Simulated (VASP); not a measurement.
# Ni (Fm-3m) in VASP: single point with PBE

Aim: the single point of Ni with PBE.

Program: VASP 6.6.1. These are calculated values, not measurements. Logs are shortened: lines on timing, memory, paths and dates and some standing lists are left out, and cuts for length are marked.

### 1 The cell of the first run

It takes space group Fm-3m (No. 225, cubic). Conventional cell: a = 3.536 Å, b = 3.536 Å, c = 3.536 Å, α = 90.00°, β = 90.00°, γ = 90.00°. Within 3.3 Å of Ni (site symmetry m-3m) lie 12 Ni at 2.50 Å.

### 2 Single point, PBE, collinear spin, ferromagnetic start

The input, POSCAR:

```
Ni
1.0
    0.0000000000      1.7679500000      1.7679500000
    1.7679500000      0.0000000000      1.7679500000
    1.7679500000      1.7679500000      0.0000000000
Ni
1
Direct
    0.0000000000      0.0000000000      0.0000000000
```

The input, INCAR.step1:

```
PREC = Accurate ; ENCUT = 520
EDIFF = 1E-6 ; ISMEAR = -1
SIGMA = 0.05 ; LREAL = F
LASPH = T ; NELM = 150
ALGO = Normal ; ISIF = 2
LWAVE = F ; LCHARG = T
ISPIN = 2 ; MAGMOM = 1.5
LMAXMIX = 4 ; GGA = PE
NBANDS = 15
```

The input, KPOINTS.step1:

```
Automatic mesh
0
Gamma
  18 18 18
```

The input, INCAR.step2:

```
PREC = Accurate ; ENCUT = 520
EDIFF = 1E-6 ; ISMEAR = -5
SIGMA = 0.05 ; LREAL = F
LASPH = T ; NELM = 150
ALGO = Normal ; ISIF = 2
LWAVE = F ; LCHARG = F
ISPIN = 2 ; MAGMOM = 1.5
LORBIT = 10 ; LMAXMIX = 4
GGA = PE ; NEDOS = 1001
ICHARG = 11
```

The input, KPOINTS.step2:

```
Automatic mesh
0
Gamma
  27 27 27
```

Potentials or basis: VASP PAW PBE potentials, release 64 (Ni).

On the command line:

```
$ cat potpaw_PBE.64/Ni/POTCAR > POTCAR
$ cp INCAR.step1 INCAR
$ cp KPOINTS.step1 KPOINTS
$ mpirun -np 1 vasp_std > vasp.out
$ cp INCAR.step2 INCAR
$ cp KPOINTS.step2 KPOINTS
$ mpirun -np 1 vasp_std > vasp.out
```

OUTCAR:

```text
PREC = Accurate
   ENCUT = 520
   EDIFF = 1E-6
   ISMEAR = -5
   LREAL = F
   LASPH = T
   NELM = 150
   ISIF = 2
   ISPIN = 2
   LORBIT = 10
   GGA = PE
   ICHARG = 11

 ion  position               nearest neighbor table
   1  0.000  0.000  0.000-

  LATTYP: Found a face centered cubic cell.
 ALAT       =     3.5359000000

  Lattice vectors:

 A1 = (   0.0000000000,   1.7679500000,   1.7679500000)
 A2 = (   1.7679500000,   0.0000000000,   1.7679500000)
 A3 = (   1.7679500000,   1.7679500000,   0.0000000000)

Analysis of symmetry for initial positions (statically):
=====================================================================
 Subroutine PRICEL returns:
 Original cell was already a primitive cell.

 Routine SETGRP: Setting up the symmetry group for a
 face centered cubic supercell.

 Subroutine GETGRP returns: Found 48 space group operations
 (whereof 48 operations were pure point group operations)
 out of a pool of 48 trial point group operations.

The static configuration has the point symmetry O_h .

Analysis of symmetry for dynamics (positions and initial velocities):
=====================================================================
 Subroutine PRICEL returns:
 Original cell was already a primitive cell.

 Routine SETGRP: Setting up the symmetry group for a
 face centered cubic supercell.

 Subroutine GETGRP returns: Found 48 space group operations
 (whereof 48 operations were pure point group operations)
 out of a pool of 48 trial point group operations.

The dynamic configuration has the point symmetry O_h .

Analysis of structural, dynamic, and magnetic symmetry:
=====================================================================
 Subroutine PRICEL returns:
 Original cell was already a primitive cell.

 Routine SETGRP: Setting up the symmetry group for a
 face centered cubic supercell.

 Subroutine GETGRP returns: Found 48 space group operations
 (whereof 48 operations were pure point group operations)
 out of a pool of 48 trial point group operations.

The overall configuration has the point symmetry O_h .

 Subroutine INISYM returns: Found 48 space group operations
 (whereof 48 operations are pure point group operations),
 and found     1 'primitive' translations

----------------------------------------------------------------------------------------

                                     Primitive cell

  volume of cell :      11.0520

  direct lattice vectors                    reciprocal lattice vectors
     0.000000000  1.767950000  1.767950000    -0.282813428  0.282813428  0.282813428
     1.767950000  0.000000000  1.767950000     0.282813428 -0.282813428  0.282813428
     1.767950000  1.767950000  0.000000000     0.282813428  0.282813428 -0.282813428

  length of vectors
     2.500258868  2.500258868  2.500258868     0.489847226  0.489847226  0.489847226

  position of ions in fractional coordinates (direct lattice)
     0.000000000  0.000000000  0.000000000

  ion indices of the primitive-cell ions
   primitive index   ion index
                 1           1

----------------------------------------------------------------------------------------

 KPOINTS: Automatic mesh

Automatic generation of k-mesh.
 Grid dimensions read from file:
 generate k-points for:   27   27   27

 Generating k-lattice:

  Cartesian coordinates                     Fractional coordinates (reciprocal lattice)
    -0.010474571  0.010474571  0.010474571     0.037037037  0.000000000  0.000000000
     0.010474571 -0.010474571  0.010474571     0.000000000  0.037037037  0.000000000
     0.010474571  0.010474571 -0.010474571     0.000000000  0.000000000  0.037037037

  Length of vectors
     0.018142490  0.018142490  0.018142490

  Shift w.r.t. Gamma in fractional coordinates (k-lattice)
     0.000000000  0.000000000  0.000000000

 TETIRR: Found   2653 inequivalent tetrahedra from   118098

 Subroutine IBZKPT returns following result:
 ===========================================

 Found    560 irreducible k-points:

 Following reciprocal coordinates:
            Coordinates               Weight
  0.000000  0.000000  0.000000      1.000000
  0.037037  0.000000  0.000000      8.000000
  0.074074  0.000000  0.000000      8.000000
  0.111111  0.000000  0.000000      8.000000
  0.148148  0.000000  0.000000      8.000000
  0.185185  0.000000  0.000000      8.000000
[... 16 lines left out ...]
  0.333333  0.037037  0.000000     24.000000
  0.370370  0.037037  0.000000     24.000000
 [... further k-points ...]
   k-points           NKPTS =    560   k-points in BZ     NKDIM =    560   number of bands    NBANDS=     10
   number of dos      NEDOS =   1001   number of ions     NIONS =      1
   total plane-waves  NPLWV =   8000
   dimension x,y,z NGX =    20 NGY =   20 NGZ =   20
   dimension x,y,z NGXF=    40 NGYF=   40 NGZF=   40
   ions per type =               1
   NGX,Y,Z   is equivalent  to a cutoff of  13.30, 13.30, 13.30 a.u.
   NGXF,Y,Z  is equivalent  to a cutoff of  26.60, 26.60, 26.60 a.u.
 SYSTEM =  unknown system
   PREC   = accura    normal or accurate (medium, high low for compatibility)
   ISTART =      0    job   : 0-new  1-cont  2-samecut
   ICHARG =     11    charge: 1-file 2-atom 10-const
   ISPIN  =      2    spin polarized calculation?
   LNONCOLLINEAR =      F non collinear calculations
   LSORBIT =      F    spin-orbit coupling
   LASPH  =      T    aspherical Exc in radial PAW
   ENCUT  =  520.0 eV  38.22 Ry    6.18 a.u.   4.65  4.65  4.65*2*pi/ulx,y,z
   NELM   =    150;   NELMIN=  2; NELMDL=  0     # of ELM steps
   EDIFF  = 0.1E-05   stopping-criterion for ELM
   LREAL  =      F    real-space projection
   EDIFFG = 0.1E-04   stopping-criterion for IOM
   NSW    =      0    number of steps for IOM
   IBRION =     -1    ionic relax: 0-MD 1-quasi-New 2-CG
   NFREE  =      0    steps in history (QN), initial steepest desc. (CG)
   ISIF   =      2    stress and relaxation
   ISYM   =      2    0-nonsym 1-usesym 2-fastsym
   POTIM  = 0.5000    time-step for ionic-motion
   TEBEG  =    0.0;   TEEND  =   0.0 temperature during run
   PSTRESS=    0.0 pullay stress
   NELECT =      10.0000    total number of electrons
   NUPDOWN=      -1.0000    fix difference up-down
   EMIN   =  10.00;   EMAX   =-10.00  energy-range for DOS
   EFERMI =   0.00;   METHOD = LEGACY
   ISMEAR =    -5;   SIGMA  =   0.05  broadening in eV -4-tet -1-fermi 0-gaus
   EFERMI_NEDOS =   21; number of points for ismear=-14 and -15
   IALGO  =     38    algorithm
   IMIX   =      4    mixing-type and parameters
     AMIX     =   0.40;   BMIX     =  1.00
     AMIX_MAG =   1.60;   BMIX_MAG =  1.00
  volume/ion in A,a.u.               =      11.05        74.58
  Fermi-wavevector in a.u.,A,eV,Ry     =   1.583415  2.992221 34.112584  2.507204
  Thomas-Fermi vector in A             =   2.683189
   LORBIT       =     10    0 simple, 1 ext, 2 COOP (PROOUT), +10 PAW based schemes
   GGA     = PE    functional components
   LHFCALC =     F    Hartree Fock is set to
   AEXX    =    0.0000 exact exchange contribution
   IVDW    =     0    specifies the selected vdW correction
   LEPSILON=     F    determine dielectric tensor
   LRPA    =     F    only Hartree local field effects (RPA)
 spin polarized calculation
 Fermi weights with tetrahedron method with Bloechl corrections
  energy-cutoff  :      520.00
  volume of cell :       11.05
 maximum number of plane-waves:       310

 number of electron      10.0000010 magnetization       0.6182183

 Free energy of the ion-electron system (eV)
  ---------------------------------------------------
  ext. energy  EPLUGINS =         0.00000000
  ---------------------------------------------------
  free energy    TOTEN  =        -5.46872738 eV

  energy without entropy =       -5.46872738  energy(sigma->0) =       -5.46872738

 E-fermi :   9.1637     XC(G=0): -13.1631

 val. band max:        9.1728902997   @ k =  -0.4815   0.4815   0.0370
 cond. band min:       9.1185263919   @ k =   0.3704   0.3704   0.0000
 fundamental gap:     -0.0543639078
 Fermi energy:         9.1636648735

 spin component 1

 k-point     1 :       0.0000    0.0000    0.0000
  band No.  band energies     occupation
      1       0.2549      1.00000
      2       6.7656      1.00000
      3       6.7656      1.00000
      4       6.7656      1.00000
      5       7.9193      1.00000
      6       7.9193      1.00000
      7      32.7450      0.00000
      8      36.4850      0.00000
      9      36.4850      0.00000
     10      36.4850      0.00000
[... 287 lines left out ...]
 k-point    24 :       0.3704    0.0370    0.0000
  band No.  band energies     occupation
      1       3.9532      1.00000
      2       6.8689      1.00000
      3       6.9106      1.00000
      4       6.9680      1.00000
      5       8.3319      1.00000
      6       8.3709      1.00000
      7      18.5035      0.00000
      8      31.5708      0.00000
      9      32.6280      0.00000
     10      34.5176      0.00000

 [... further k-points ...]

 spin component 2

 k-point     1 :       0.0000    0.0000    0.0000
  band No.  band energies     occupation
      1       0.2185      1.00000
      2       7.5121      1.00000
      3       7.5121      1.00000
      4       7.5121      1.00000
      5       8.4940      1.00000
      6       8.4940      1.00000
      7      32.5813      0.00000
      8      36.4660      0.00000
      9      36.4660      0.00000
     10      36.4661      0.00000
[... 287 lines left out ...]
 k-point    24 :       0.3704    0.0370    0.0000
  band No.  band energies     occupation
      1       4.1360      1.00000
      2       7.3505      1.00000
      3       7.4993      1.00000
      4       7.5439      1.00000
      5       9.0261      1.01666
      6       9.0857      0.84773
      7      18.7322      0.00000
      8      31.4527      0.00000
      9      32.7144      0.00000
     10      34.6161      0.00000

 [... further k-points ...]

------------------------ aborting loop because EDIFF is reached ----------------------------------------

  FORCE on cell =-STRESS in cart. coord.  units (eV):
  Direction    XX          YY          ZZ          XY          YZ          ZX
  --------------------------------------------------------------------------------------
  -------------------------------------------------------------------------------------
  Total       -0.2253314     -0.2253314     -0.2253314      0.0000000      0.0000000      0.0000000
  in kB      -32.6657367    -32.6657367    -32.6657367      0.0000000      0.0000000      0.0000000
  external PRESSURE =     -32.6657367 kB  Pullay stress =       0.0000000 kB

 VOLUME and BASIS-vectors are now :
 -----------------------------------------------------------------------------
  energy-cutoff  :      520.00
  volume of cell :       11.05
      direct lattice vectors                 reciprocal lattice vectors
     0.000000000  1.767950000  1.767950000    -0.282813428  0.282813428  0.282813428
     1.767950000  0.000000000  1.767950000     0.282813428 -0.282813428  0.282813428
     1.767950000  1.767950000  0.000000000     0.282813428  0.282813428 -0.282813428

 POSITION                                       TOTAL-FORCE (eV/Angst)
 -----------------------------------------------------------------------------------
      0.00000      0.00000      0.00000         0.000000     -0.000000      0.000000
 -----------------------------------------------------------------------------------
    total drift:                               -0.000000     -0.000000      0.000000

  FREE ENERGIE OF THE ION-ELECTRON SYSTEM (eV)
  ---------------------------------------------------
  free  energy   TOTEN  =        -5.4687273848 eV

  energy  without entropy=       -5.4687273848  energy(sigma->0) =       -5.46872738

 total charge

# of ion       s       p       d       tot
------------------------------------------
    1        0.491   0.484   8.308   9.282

 magnetization (x)

# of ion       s       p       d       tot
------------------------------------------
    1       -0.006  -0.025   0.669   0.638
```

Run time: 59 s. Hardware: 1 thread of Intel Xeon 6975P-C (Granite Rapids), shared host; peak memory 0.21 GiB.

What came out:

| Quantity | Value |
| --- | --- |
| Net moment | 0.62 μB per cell |
| Site moments | Ni +0.64 μB |
| Valence electrons inside the program's atomic spheres | Ni 9.28 |

Caveat: tetrahedron occupations give inexact forces and stress in metals.
